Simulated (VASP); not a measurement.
# Fe (Im-3m) in VASP: single point with PBEsol

Aim: the single point of Fe with PBEsol.

Program: VASP 6.6.1. These are calculated values, not measurements. Logs are shortened: lines on timing, memory, paths and dates and some standing lists are left out, and cuts for length are marked.

### 1 The cell of the first run

Symmetry: Im-3m, No. 229, cubic system. The conventional cell has a = 2.886 Å, b = 2.886 Å, c = 2.886 Å, α = 90.00°, β = 90.00°, γ = 90.00°. Fe (site symmetry m-3m) has 14 Fe at 2.50 to 2.89 Å within 3.3 Å.

### 2 Single point, PBEsol, collinear spin, ferromagnetic start

INCAR reads:

```
PREC = Accurate ; ENCUT = 600
EDIFF = 1E-6 ; ISMEAR = -1
SIGMA = 0.15 ; LREAL = False
LASPH = True ; NELM = 200
ALGO = Normal ; ISIF = 2
LWAVE = False ; LCHARG = False
ISPIN = 2 ; MAGMOM = 3.5
LORBIT = 11 ; LMAXMIX = 4
GGA = PS ; NBANDS = 14
GGA_COMPAT = False
```

KPOINTS reads:

```
Automatic mesh
0
Gamma
  10 10 10
```

POSCAR reads:

```
Fe
1.0
   -1.4430000000      1.4430000000      1.4430000000
    1.4430000000     -1.4430000000      1.4430000000
    1.4430000000      1.4430000000     -1.4430000000
Fe
1
Direct
    0.0000000000      0.0000000000      0.0000000000
```

Potentials or basis: VASP PAW PBE potentials, release 64 (Fe).

Started as:

```console
$ cat potpaw_PBE.64/Fe/POTCAR > POTCAR
$ mpirun -np 1 vasp_std > vasp.out
```

OUTCAR:

```text
PREC = Accurate
   ENCUT = 600
   EDIFF = 1E-6
   ISMEAR = -1
   LREAL = False
   LASPH = True
   NELM = 200
   ISIF = 2
   ISPIN = 2
   LORBIT = 11
   GGA = PS

 ion  position               nearest neighbor table
   1  0.000  0.000  0.000-

  LATTYP: Found a body centered cubic cell.
 ALAT       =     2.8860000000

  Lattice vectors:

 A1 = (  -1.4430000000,   1.4430000000,   1.4430000000)
 A2 = (   1.4430000000,  -1.4430000000,   1.4430000000)
 A3 = (   1.4430000000,   1.4430000000,  -1.4430000000)

Analysis of symmetry for initial positions (statically):
=====================================================================
 Subroutine PRICEL returns:
 Original cell was already a primitive cell.

 Routine SETGRP: Setting up the symmetry group for a
 body centered cubic supercell.

 Subroutine GETGRP returns: Found 48 space group operations
 (whereof 48 operations were pure point group operations)
 out of a pool of 48 trial point group operations.

The static configuration has the point symmetry O_h .

Analysis of symmetry for dynamics (positions and initial velocities):
=====================================================================
 Subroutine PRICEL returns:
 Original cell was already a primitive cell.

 Routine SETGRP: Setting up the symmetry group for a
 body centered cubic supercell.

 Subroutine GETGRP returns: Found 48 space group operations
 (whereof 48 operations were pure point group operations)
 out of a pool of 48 trial point group operations.

The dynamic configuration has the point symmetry O_h .

Analysis of structural, dynamic, and magnetic symmetry:
=====================================================================
 Subroutine PRICEL returns:
 Original cell was already a primitive cell.

 Routine SETGRP: Setting up the symmetry group for a
 body centered cubic supercell.

 Subroutine GETGRP returns: Found 48 space group operations
 (whereof 48 operations were pure point group operations)
 out of a pool of 48 trial point group operations.

The overall configuration has the point symmetry O_h .

 Subroutine INISYM returns: Found 48 space group operations
 (whereof 48 operations are pure point group operations),
 and found     1 'primitive' translations

----------------------------------------------------------------------------------------

                                     Primitive cell

  volume of cell :      12.0187

  direct lattice vectors                    reciprocal lattice vectors
    -1.443000000  1.443000000  1.443000000     0.000000000  0.346500347  0.346500347
     1.443000000 -1.443000000  1.443000000     0.346500347  0.000000000  0.346500347
     1.443000000  1.443000000 -1.443000000     0.346500347  0.346500347  0.000000000

  length of vectors
     2.499349315  2.499349315  2.499349315     0.490025489  0.490025489  0.490025489

  position of ions in fractional coordinates (direct lattice)
     0.000000000  0.000000000  0.000000000

  ion indices of the primitive-cell ions
   primitive index   ion index
                 1           1

----------------------------------------------------------------------------------------

 KPOINTS: Automatic mesh

Automatic generation of k-mesh.
 Grid dimensions read from file:
 generate k-points for:   10   10   10

 Generating k-lattice:

  Cartesian coordinates                     Fractional coordinates (reciprocal lattice)
     0.000000000  0.034650035  0.034650035     0.100000000  0.000000000  0.000000000
     0.034650035  0.000000000  0.034650035     0.000000000  0.100000000  0.000000000
     0.034650035  0.034650035  0.000000000     0.000000000  0.000000000  0.100000000

  Length of vectors
     0.049002549  0.049002549  0.049002549

  Shift w.r.t. Gamma in fractional coordinates (k-lattice)
     0.000000000  0.000000000  0.000000000

 Subroutine IBZKPT returns following result:
 ===========================================

 Found     47 irreducible k-points:

 Following reciprocal coordinates:
            Coordinates               Weight
  0.000000  0.000000  0.000000      1.000000
  0.100000  0.000000  0.000000     12.000000
  0.200000  0.000000  0.000000     12.000000
  0.300000  0.000000  0.000000     12.000000
  0.400000  0.000000  0.000000     12.000000
  0.500000  0.000000  0.000000      6.000000
[... 16 lines left out ...]
  0.300000  0.300000  0.100000      8.000000
 -0.300000  0.300000  0.100000     24.000000
 [... further k-points ...]
   k-points           NKPTS =     47   k-points in BZ     NKDIM =     47   number of bands    NBANDS=     14
   number of dos      NEDOS =    301   number of ions     NIONS =      1
   total plane-waves  NPLWV =   8000
   dimension x,y,z NGX =    20 NGY =   20 NGZ =   20
   dimension x,y,z NGXF=    40 NGYF=   40 NGZF=   40
   ions per type =               1
   NGX,Y,Z   is equivalent  to a cutoff of  13.30, 13.30, 13.30 a.u.
   NGXF,Y,Z  is equivalent  to a cutoff of  26.61, 26.61, 26.61 a.u.
 SYSTEM =  unknown system
   PREC   = accura    normal or accurate (medium, high low for compatibility)
   ISTART =      0    job   : 0-new  1-cont  2-samecut
   ICHARG =      2    charge: 1-file 2-atom 10-const
   ISPIN  =      2    spin polarized calculation?
   LNONCOLLINEAR =      F non collinear calculations
   LSORBIT =      F    spin-orbit coupling
   LASPH  =      T    aspherical Exc in radial PAW
   ENCUT  =  600.0 eV  44.10 Ry    6.64 a.u.   4.99  4.99  4.99*2*pi/ulx,y,z
   NELM   =    200;   NELMIN=  2; NELMDL= -5     # of ELM steps
   EDIFF  = 0.1E-05   stopping-criterion for ELM
   LREAL  =      F    real-space projection
   EDIFFG = 0.1E-04   stopping-criterion for IOM
   NSW    =      0    number of steps for IOM
   IBRION =     -1    ionic relax: 0-MD 1-quasi-New 2-CG
   NFREE  =      0    steps in history (QN), initial steepest desc. (CG)
   ISIF   =      2    stress and relaxation
   ISYM   =      2    0-nonsym 1-usesym 2-fastsym
   POTIM  = 0.5000    time-step for ionic-motion
   TEBEG  =    0.0;   TEEND  =   0.0 temperature during run
   PSTRESS=    0.0 pullay stress
   NELECT =       8.0000    total number of electrons
   NUPDOWN=      -1.0000    fix difference up-down
   EMIN   =  10.00;   EMAX   =-10.00  energy-range for DOS
   EFERMI =   0.00;   METHOD = LEGACY
   ISMEAR =    -1;   SIGMA  =   0.15  broadening in eV -4-tet -1-fermi 0-gaus
   EFERMI_NEDOS =   21; number of points for ismear=-14 and -15
   IALGO  =     38    algorithm
   IMIX   =      4    mixing-type and parameters
     AMIX     =   0.40;   BMIX     =  1.00
     AMIX_MAG =   1.60;   BMIX_MAG =  1.00
  volume/ion in A,a.u.               =      12.02        81.11
  Fermi-wavevector in a.u.,A,eV,Ry     =   1.429394  2.701162 27.798962  2.043166
  Thomas-Fermi vector in A             =   2.549352
   LORBIT       =     11    0 simple, 1 ext, 2 COOP (PROOUT), +10 PAW based schemes
   GGA     = PS    functional components
   LHFCALC =     F    Hartree Fock is set to
   AEXX    =    0.0000 exact exchange contribution
   IVDW    =     0    specifies the selected vdW correction
   LEPSILON=     F    determine dielectric tensor
   LRPA    =     F    only Hartree local field effects (RPA)
 spin polarized calculation
  energy-cutoff  :      600.00
  volume of cell :       12.02
 maximum number of plane-waves:       418
   NGX =  9   NGY =  9   NGZ =  9

 number of electron       7.9999995 magnetization       2.2581510

 Free energy of the ion-electron system (eV)
  ---------------------------------------------------
  ext. energy  EPLUGINS =         0.00000000
  ---------------------------------------------------
  free energy    TOTEN  =        -8.88128812 eV

  energy without entropy =       -8.80468321  energy(sigma->0) =       -8.84298567

 E-fermi :   5.1370     XC(G=0): -12.9600

 val. band max:        5.1255709616   @ k =  -0.1000   0.1000   0.1000
 cond. band min:       5.1461154060   @ k =   0.5000   0.5000   0.4000
 fundamental gap:      0.0205444444
 Fermi energy:         5.1369615063

 spin component 1

 k-point     1 :       0.0000    0.0000    0.0000
  band No.  band energies     occupation
      1      -3.0779      1.00000
      2       2.8875      1.00000
      3       2.8875      1.00000
      4       2.8875      1.00000
      5       4.0471      0.99930
      6       4.0471      0.99930
      7      29.4909      0.00000
      8      29.4909      0.00000
      9      29.4909      0.00000
     10      34.2379      0.00000
     11      34.2379      0.00000
     12      36.2037      0.00000
     13      36.2037      0.00000
     14      36.2038      0.00000
[... 375 lines left out ...]
 k-point    24 :      -0.3000    0.3000    0.1000
  band No.  band energies     occupation
      1       0.0479      1.00000
      2       2.4333      1.00000
      3       2.6660      1.00000
      4       3.7356      0.99991
      5       4.3660      0.99418
      6       4.5294      0.98288
      7      18.2503      0.00000
      8      24.0991      0.00000
      9      24.2790      0.00000
     10      30.5466      0.00000
     11      31.0945      0.00000
     12      33.7799      0.00000
     13      42.8831      0.00000
     14      42.9402      0.00000

 [... further k-points ...]

 spin component 2

 k-point     1 :       0.0000    0.0000    0.0000
  band No.  band energies     occupation
      1      -2.8419      1.00000
      2       4.8962      0.83270
      3       4.8963      0.83263
      4       4.8963      0.83263
      5       6.7348      0.00002
      6       6.7348      0.00002
      7      29.3582      0.00000
      8      29.3582      0.00000
      9      29.3582      0.00000
     10      34.5020      0.00000
     11      34.5020      0.00000
     12      36.9328      0.00000
     13      36.9328      0.00000
     14      36.9330      0.00000
[... 375 lines left out ...]
 k-point    24 :      -0.3000    0.3000    0.1000
  band No.  band energies     occupation
      1       0.5484      1.00000
      2       4.3211      0.99567
      3       4.4763      0.98793
      4       6.0679      0.00201
      5       6.5371      0.00009
      6       7.1370      0.00000
      7      19.0731      0.00000
      8      24.4188      0.00000
      9      24.9487      0.00000
     10      31.0237      0.00000
     11      31.6171      0.00000
     12      34.2346      0.00000
     13      43.2148      0.00000
     14      43.3382      0.00000

 [... further k-points ...]
[... 5 lines left out ...]
  --------------------------------------------------------------------------------------
  -------------------------------------------------------------------------------------
  Total       -1.3247032     -1.3247032     -1.3247032      0.0000000      0.0000000     -0.0000000
  in kB     -176.5916626   -176.5916626   -176.5916626      0.0000000      0.0000000     -0.0000000
  external PRESSURE =    -176.5916626 kB  Pullay stress =       0.0000000 kB

 VOLUME and BASIS-vectors are now :
 -----------------------------------------------------------------------------
  energy-cutoff  :      600.00
  volume of cell :       12.02
      direct lattice vectors                 reciprocal lattice vectors
    -1.443000000  1.443000000  1.443000000     0.000000000  0.346500347  0.346500347
     1.443000000 -1.443000000  1.443000000     0.346500347  0.000000000  0.346500347
     1.443000000  1.443000000 -1.443000000     0.346500347  0.346500347  0.000000000

 POSITION                                       TOTAL-FORCE (eV/Angst)
 -----------------------------------------------------------------------------------
      0.00000      0.00000      0.00000         0.000000      0.000000     -0.000000
 -----------------------------------------------------------------------------------
    total drift:                                0.000000     -0.000000      0.000000

  FREE ENERGIE OF THE ION-ELECTRON SYSTEM (eV)
  ---------------------------------------------------
  free  energy   TOTEN  =        -8.8812881227 eV

  energy  without entropy=       -8.8046832145  energy(sigma->0) =       -8.84298567

 total charge

# of ion       s       p       d       tot
------------------------------------------
    1        0.466   0.495   6.200   7.161

 magnetization (x)

# of ion       s       p       d       tot
------------------------------------------
    1       -0.014  -0.052   2.325   2.259
```

It took 12 s on 1 thread of Intel Xeon Platinum 8488C (Sapphire Rapids), shared host; peak memory 0.13 GiB.

Results:

```yaml
Free_energy: -8.8813 eV
Pressure: -17.7 GPa
Net_moment: 2.26 μB per cell
Site_moments: Fe +2.26 μB
Valence_electrons_inside_the_program's_atomic_spheres: Fe 7.16
```

Levels at points of the mesh, in eV from the Fermi level:
Spin up:
```
           k point  band 3  band 4  band 5  band 6  band 7  band 8
(0.00, 0.00, 0.00)   -2.25   -2.25   -1.09   -1.09   24.35   24.35
(0.50, 0.00, 0.00)   -1.05   -0.92    0.23    0.43    6.79   17.78
(0.50, 0.50, 0.50)   -0.01   -0.01   -0.01    9.43    9.43    9.43
```
Spin down:
```
           k point  band 1  band 2  band 3  band 4  band 5  band 6  band 7  band 8
(0.00, 0.00, 0.00)   -7.98   -0.24   -0.24   -0.24    1.60    1.60   24.22   24.22
(0.50, 0.00, 0.00)   -3.36   -1.43    0.61    1.48    1.83    2.55    8.21   17.90
(0.50, 0.50, 0.50)   -2.74   -2.74    2.27    2.27    2.27    9.77    9.77    9.77
```

Caveat: the PAW data sets were made with another functional, which shifts forces and pressure a little.
